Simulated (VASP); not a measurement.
# Sc2BSb3 (P3m1) in VASP: relaxation of shape and atoms at fixed volume with PBE

Aim: the relaxation of shape and atoms at fixed volume of Sc2BSb3 with PBE.

All numbers are computed with VASP 6.6.1; they aren't measurements. Logs are shortened: lines on timing, memory, paths and dates and some standing lists are left out, and cuts for length are marked.

### Step 1. The cell of the first run

It takes space group P3m1 (No. 156, trigonal). Conventional cell: a = 4.077 Å, b = 4.077 Å, c = 10.565 Å, α = 90.00°, β = 90.00°, γ = 120.00°. Within 3.6 Å of Sc (site symmetry 3m) lie 1 B at 2.77 Å and 6 Sb at 2.97 to 3.09 Å. Sc (site symmetry 3m) has 6 Sb at 2.96 to 3.01 Å within 3.9 Å. B (site symmetry 3m) has 4 Sb at 2.31 to 2.47 Å and 1 Sc at 2.77 Å within 3.1 Å. Within 3.1 Å of Sb (site symmetry 3m) lie 1 B at 2.31 Å and 3 Sc at 3.01 Å. Sb (site symmetry 3m) has 3 B at 2.47 Å and 3 Sc at 3.09 Å within 3.3 Å. Within 3.9 Å of Sb (site symmetry 3m) lie 6 Sc at 2.96 to 2.97 Å.

### Step 2. Relaxation of shape and atoms at fixed volume, PBE (25.35 Å³/atom)

The input, INCAR:

```
SYSTEM = Sc2BSb3
ALGO = Normal
EDIFF = 1E-7
EDIFFG = -0.01
ENCUT = 600
GGA = PE
IBRION = 2
ISIF = 4
ISMEAR = 0
LASPH = .TRUE.
LCHARG = .FALSE.
LREAL = .FALSE.
LWAVE = .FALSE.
NELM = 80
NSW = 50
PREC = Accurate
SIGMA = 0.1
```

The input, KPOINTS:

```
k-points
0
G
  12 12 4
  0 0 0
```

The input, POSCAR:

```
Sc2BSb3
1.0
    4.0770246529      0.0000000000      0.0000000000
   -2.0385123265      3.5308069213      0.0000000000
    0.0000000000      0.0000000000     10.5652541610
Sc B Sb
2 1 3
Direct
    0.3333333333      0.6666666667      0.8332778961
    0.6666666667      0.3333333333      0.1748336700
    0.3333333333      0.6666666667      0.5714388437
    0.3333333333      0.6666666667      0.3529852971
    0.6666666667      0.3333333333      0.6432178201
    0.0000000000      0.0000000000      0.0042464731
```

Potentials or basis: VASP PAW PBE potentials, release 64 (Sc_sv, B, Sb).

Command:

```console
$ cat potpaw_PBE.64/Sc_sv/POTCAR potpaw_PBE.64/B/POTCAR potpaw_PBE.64/Sb/POTCAR > POTCAR
$ mpirun -np 1 vasp_std > vasp.out
```

OUTCAR:

```text
SYSTEM = Sc2BSb3
   EDIFF = 1E-7
   EDIFFG = -0.01
   ENCUT = 600
   GGA = PE
   IBRION = 2
   ISIF = 4
   ISMEAR = 0
   LASPH = .TRUE.
   LREAL = .FALSE.
   NELM = 80
   NSW = 50
   PREC = Accurate

 ion  position               nearest neighbor table
   1  0.333  0.667  0.833-   3 2.77   6 2.97   6 2.97   6 2.97   5 3.09   5 3.09   5 3.09
   2  0.667  0.333  0.175-   6 2.96   6 2.96   6 2.96   4 3.01   4 3.01   4 3.01
   3  0.333  0.667  0.571-   4 2.31   5 2.47   5 2.47   5 2.47   1 2.77
   4  0.333  0.667  0.353-   3 2.31   2 3.01   2 3.01   2 3.01
   5  0.667  0.333  0.643-   3 2.47   3 2.47   3 2.47   1 3.09   1 3.09   1 3.09
   6  0.000  0.000  0.004-   2 2.96   2 2.96   2 2.96   1 2.97   1 2.97   1 2.97

  LATTYP: Found a hexagonal cell.
 ALAT       =     4.0770246529
 C/A-ratio  =     2.5914128710

  Lattice vectors:

 A1 = (   4.0770246529,   0.0000000000,   0.0000000000)
 A2 = (  -2.0385123265,   3.5308069213,   0.0000000000)
 A3 = (   0.0000000000,   0.0000000000,  10.5652541610)

Analysis of symmetry for initial positions (statically):
=====================================================================
 Subroutine PRICEL returns:
 Original cell was already a primitive cell.

 Routine SETGRP: Setting up the symmetry group for a
 hexagonal supercell.

 Subroutine GETGRP returns: Found  6 space group operations
 (whereof  6 operations were pure point group operations)
 out of a pool of 24 trial point group operations.

The static configuration has the point symmetry C_3v.

Analysis of symmetry for dynamics (positions and initial velocities):
=====================================================================
 Subroutine PRICEL returns:
 Original cell was already a primitive cell.

 Routine SETGRP: Setting up the symmetry group for a
 hexagonal supercell.

 Subroutine GETGRP returns: Found  6 space group operations
 (whereof  6 operations were pure point group operations)
 out of a pool of 24 trial point group operations.

The dynamic configuration has the point symmetry C_3v.

 Subroutine INISYM returns: Found  6 space group operations
 (whereof  6 operations are pure point group operations),
 and found     1 'primitive' translations

----------------------------------------------------------------------------------------

                                     Primitive cell

  volume of cell :     152.0888

  direct lattice vectors                    reciprocal lattice vectors
     4.077024653  0.000000000  0.000000000     0.245276908  0.141610689  0.000000000
    -2.038512326  3.530806921  0.000000000     0.000000000  0.283221378  0.000000000
     0.000000000  0.000000000 10.565254161     0.000000000  0.000000000  0.094649876

  length of vectors
     4.077024653  4.077024653 10.565254161     0.283221378  0.283221378  0.094649876

  position of ions in fractional coordinates (direct lattice)
     0.333333333  0.666666667  0.833277896
     0.666666667  0.333333333  0.174833670
     0.333333333  0.666666667  0.571438844
     0.333333333  0.666666667  0.352985297
     0.666666667  0.333333333  0.643217820
     0.000000000  0.000000000  0.004246473

  ion indices of the primitive-cell ions
   primitive index   ion index
                 1           1
                 2           2
                 3           3
                 4           4
                 5           5
                 6           6

----------------------------------------------------------------------------------------

 KPOINTS: k-points

Automatic generation of k-mesh.
 Grid dimensions read from file:
 generate k-points for:   12   12    4

 Generating k-lattice:

  Cartesian coordinates                     Fractional coordinates (reciprocal lattice)
     0.020439742  0.011800891  0.000000000     0.083333333  0.000000000  0.000000000
     0.000000000  0.023601781  0.000000000     0.000000000  0.083333333  0.000000000
     0.000000000  0.000000000  0.023662469     0.000000000  0.000000000  0.250000000

  Length of vectors
     0.023601781  0.023601781  0.023662469

  Shift w.r.t. Gamma in fractional coordinates (k-lattice)
     0.000000000  0.000000000  0.000000000

 Subroutine IBZKPT returns following result:
 ===========================================

 Found     69 irreducible k-points:

 Following reciprocal coordinates:
            Coordinates               Weight
  0.000000  0.000000  0.000000      1.000000
  0.083333  0.000000  0.000000      6.000000
  0.166667  0.000000  0.000000      6.000000
  0.250000  0.000000  0.000000      6.000000
  0.333333  0.000000  0.000000      6.000000
  0.416667  0.000000  0.000000      6.000000
[... 16 lines left out ...]
  0.166667  0.000000  0.250000      6.000000
  0.000000  0.166667  0.250000      6.000000
 [... further k-points ...]
   k-points           NKPTS =     69   k-points in BZ     NKDIM =     69   number of bands    NBANDS=     24
   number of dos      NEDOS =    301   number of ions     NIONS =      6
   total plane-waves  NPLWV = 108864
   dimension x,y,z NGX =    36 NGY =   36 NGZ =   84
   dimension x,y,z NGXF=    72 NGYF=   72 NGZF=  168
   ions per type =               2   1   3
   NGX,Y,Z   is equivalent  to a cutoff of  14.68, 14.68, 13.22 a.u.
   NGXF,Y,Z  is equivalent  to a cutoff of  29.36, 29.36, 26.44 a.u.
 SYSTEM =  Sc2BSb3
   PREC   = accura    normal or accurate (medium, high low for compatibility)
   ISTART =      0    job   : 0-new  1-cont  2-samecut
   ICHARG =      2    charge: 1-file 2-atom 10-const
   ISPIN  =      1    spin polarized calculation?
   LNONCOLLINEAR =      F non collinear calculations
   LSORBIT =      F    spin-orbit coupling
   LASPH  =      T    aspherical Exc in radial PAW
   ENCUT  =  600.0 eV  44.10 Ry    6.64 a.u.   8.14  8.14 21.10*2*pi/ulx,y,z
   NELM   =     80;   NELMIN=  2; NELMDL= -5     # of ELM steps
   EDIFF  = 0.1E-06   stopping-criterion for ELM
   LREAL  =      F    real-space projection
   EDIFFG = -.1E-01   stopping-criterion for IOM
   NSW    =     50    number of steps for IOM
   IBRION =      2    ionic relax: 0-MD 1-quasi-New 2-CG
   NFREE  =      1    steps in history (QN), initial steepest desc. (CG)
   ISIF   =      4    stress and relaxation
   ISYM   =      2    0-nonsym 1-usesym 2-fastsym
   POTIM  = 0.5000    time-step for ionic-motion
   TEBEG  =    0.0;   TEEND  =   0.0 temperature during run
   PSTRESS=    0.0 pullay stress
   NELECT =      40.0000    total number of electrons
   NUPDOWN=      -1.0000    fix difference up-down
   EMIN   =  10.00;   EMAX   =-10.00  energy-range for DOS
   EFERMI =   0.00;   METHOD = LEGACY
   ISMEAR =     0;   SIGMA  =   0.10  broadening in eV -4-tet -1-fermi 0-gaus
   EFERMI_NEDOS =   21; number of points for ismear=-14 and -15
   IALGO  =     38    algorithm
   IMIX   =      4    mixing-type and parameters
     AMIX     =   0.40;   BMIX     =  1.00
     AMIX_MAG =   1.60;   BMIX_MAG =  1.00
  volume/ion in A,a.u.               =      25.35       171.06
  Fermi-wavevector in a.u.,A,eV,Ry     =   1.048888  1.982111 14.968665  1.100166
  Thomas-Fermi vector in A             =   2.183828
   LORBIT       =      0    0 simple, 1 ext, 2 COOP (PROOUT), +10 PAW based schemes
   GGA     = PE    functional components
   LHFCALC =     F    Hartree Fock is set to
   AEXX    =    0.0000 exact exchange contribution
   IVDW    =     0    specifies the selected vdW correction
   LEPSILON=     F    determine dielectric tensor
   LRPA    =     F    only Hartree local field effects (RPA)
 conjugate gradient relaxation of ions
 non-spin polarized calculation
 Gauss-broadening in eV      SIGMA  =   0.10
  energy-cutoff  :      600.00
  volume of cell :      152.09
 maximum number of plane-waves:      5106
 NGX is ok and might be reduce to    36
   NGX = 17   NGY = 17   NGZ = 43

--------------------------------------- Ionic step        1  -------------------------------------------

 number of electron      40.0000004 magnetization

 Free energy of the ion-electron system (eV)
  ---------------------------------------------------
  ext. energy  EPLUGINS =         0.00000000
  ---------------------------------------------------
  free energy    TOTEN  =       -33.19072715 eV

  energy without entropy =      -33.17341342  energy(sigma->0) =      -33.18207029

------------------------ aborting loop because EDIFF is reached ----------------------------------------

  FORCE on cell =-STRESS in cart. coord.  units (eV):
  Direction    XX          YY          ZZ          XY          YZ          ZX
  --------------------------------------------------------------------------------------
  -------------------------------------------------------------------------------------
  Total       -4.5025769     -4.5025769     -5.2614723      0.0000000     -0.0000000      0.0000000
  in kB      -47.4323311    -47.4323311    -55.4269033      0.0000000     -0.0000000      0.0000000
  external PRESSURE =     -50.0971885 kB  Pullay stress =       0.0000000 kB
[... 225 lines left out ...]
  energy  without entropy=      -33.1778682408  energy(sigma->0) =      -33.18645792

--------------------------------------- Ionic step        7  -------------------------------------------

 number of electron      40.0000002 magnetization

 Free energy of the ion-electron system (eV)
  ---------------------------------------------------
  ext. energy  EPLUGINS =         0.00000000
  ---------------------------------------------------
  free energy    TOTEN  =       -33.19506434 eV

  energy without entropy =      -33.17787488  energy(sigma->0) =      -33.18646961

 E-fermi :   5.5247     XC(G=0):  -9.5825

 val. band max:        5.5195742682   @ k =   0.3333   0.0000   0.5000
 cond. band min:       5.5303386835   @ k =   0.1667   0.0833   0.0000
 fundamental gap:      0.0107644153
 Fermi energy:         5.5247483201

 k-point     1 :       0.0000    0.0000    0.0000
  band No.  band energies     occupation
      1     -44.6892      2.00000
      2     -44.3519      2.00000
      3     -23.3182      2.00000
      4     -23.3182      2.00000
      5     -23.2942      2.00000
      6     -22.9932      2.00000
[... 637 lines left out ...]
     23       6.5072      0.00000
     24       6.7573      0.00000

 [... further k-points ...]
[... 5 lines left out ...]
  --------------------------------------------------------------------------------------
  -------------------------------------------------------------------------------------
  Total       -4.5027612     -4.5027612     -4.5078121      0.0000000      0.0000000      0.0000000
  in kB      -47.4342725    -47.4342725    -47.4874803      0.0000000      0.0000000      0.0000000
  external PRESSURE =     -47.4520084 kB  Pullay stress =       0.0000000 kB
[... 21 lines left out ...]
  FREE ENERGIE OF THE ION-ELECTRON SYSTEM (eV)
  ---------------------------------------------------
  free  energy   TOTEN  =       -33.1950643379 eV

  energy  without entropy=      -33.1778748824  energy(sigma->0) =      -33.18646961

 reached required accuracy - stopping structural energy minimisation
```

Wall time 43 min (1 thread of Intel Xeon 8259CL, shared host); peak memory 0.56 GiB.

Results:

* Free energy: -33.1951 eV
* Energy gained by relaxing: 0.7 meV/atom
* Ionic steps: 7
* Pressure after relaxing: -4.7 GPa
* Largest force after relaxing: 0.009 eV/Å
* Band gap on the k mesh: zero (bands 20 and 21 overlap by 0.80 eV)

Forces on the atoms (eV/Å):
```
Sc   0.000  0.000  0.001
Sc   0.000  0.000 -0.009
B    0.000  0.000  0.000
Sb   0.000  0.000  0.002
Sb   0.000  0.000  0.006
Sb   0.000  0.000  0.000
```

The path:
```tsv
step	energy change (eV)	largest force (eV/Å)	pressure (GPa)	volume (Å³)
1	0.0000	0.0492	-5.01	152.09
2	-0.0025	0.0635	-4.91	152.09
3	-0.0034	0.1208	-4.80	152.09
4	-0.0042	0.0355	-4.77	152.09
5	-0.0043	0.0122	-4.75	152.09
6	-0.0043	0.0132	-4.75	152.09
7	-0.0043	0.0088	-4.75	152.09
```

Final structure:
```
Sc B Sb
1.0
     4.09931    0.00000    0.00000
    -2.04966    3.55011    0.00000
     0.00000    0.00000   10.45068
Sc B Sb
2 1 3
Direct
  0.33333 0.66667 0.83319
  0.66667 0.33333 0.17561
  0.33333 0.66667 0.57185
  0.33333 0.66667 0.35185
  0.66667 0.33333 0.64326
  0.00000 0.00000 0.00425
```

Levels at points of the mesh, in eV from the Fermi level:
```csv
k point,band 17,band 18,band 19,band 20,band 21,band 22,band 23,band 24
"(0.00, 0.00, 0.00)",-0.93,-0.75,0.18,0.56,0.56,0.74,1.18,1.18
"(0.50, 0.00, 0.00)",-2.29,-1.36,-1.25,-0.58,-0.19,0.62,1.46,1.85
"(0.00, 0.00, 0.50)",-0.69,-0.69,-0.48,0.12,0.12,1.05,1.05,1.42
"(0.50, 0.00, 0.50)",-2.37,-1.68,-1.30,-0.29,-0.03,0.44,1.58,1.69
```

Caveat: spin-orbit coupling is left out, which moves the levels of the heavy elements.
